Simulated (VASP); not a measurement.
A run of VASP 6.6.1:

Contents of INCAR:

```
SYSTEM = Ga2O3
PREC = Accurate
ENCUT = 520
EDIFF = 1E-6
ISMEAR = 0
SIGMA = 0.05
LREAL = Auto
LASPH = .True.
NELM = 80
ALGO = Normal
ISIF = 2
LWAVE = .False.
LCHARG = .False.
GGA = PE
NBANDS = 104
```

The input KPOINTS:

```
regular mesh
0
Gamma
  5 9 3
  0 0 0
```

File POSCAR:

```
Ga2O3
1.0
    1.4027234631      0.0000000000     -5.7076941965
    0.0000000000      3.0835130475      0.0000000000
   11.0521376383      0.0000000000      5.7306790727
Ga O
8 12
Direct
    0.2951901132      0.0000000000      0.0899134337
    0.7951901132      0.5000000000      0.5899134337
    0.7048098868      0.0000000000      0.9100865663
    0.2048098868      0.5000000000      0.4100865663
    0.3443028357      0.0000000000      0.6585007299
    0.8443028357      0.5000000000      0.1585007299
    0.6556971643      0.0000000000      0.3414992701
    0.1556971643      0.5000000000      0.8414992701
    0.0542823165      0.0000000000      0.1634883783
    0.5542823165      0.5000000000      0.6634883783
    0.9457176835      0.0000000000      0.8365116217
    0.4457176835      0.5000000000      0.3365116217
    0.6093418792      0.0000000000      0.1737013128
    0.1093418792      0.5000000000      0.6737013128
    0.3906581208      0.0000000000      0.8262986872
    0.8906581208      0.5000000000      0.3262986872
    0.2393382086      0.0000000000      0.4960195696
    0.7393382086      0.5000000000      0.9960195696
    0.7606617914      0.0000000000      0.5039804304
    0.2606617914      0.5000000000      0.0039804304
```

Potentials or basis: VASP PAW PBE potentials, release 64 (Ga_d, O).

Command:

```console
$ cat potpaw_PBE.64/Ga_d/POTCAR potpaw_PBE.64/O/POTCAR > POTCAR
$ mpirun -np 1 vasp_std > vasp.out
```

Hardware: 1 thread of Oxide Virtual Turin-like Processor, on a shared host.

Task: How long does it take, and how much memory?

Result: It took 34 min on 1 thread of Oxide Virtual Turin-like Processor, on a shared host, peak memory 0.63 GiB. Counts: scf iterations 17, k points 40.
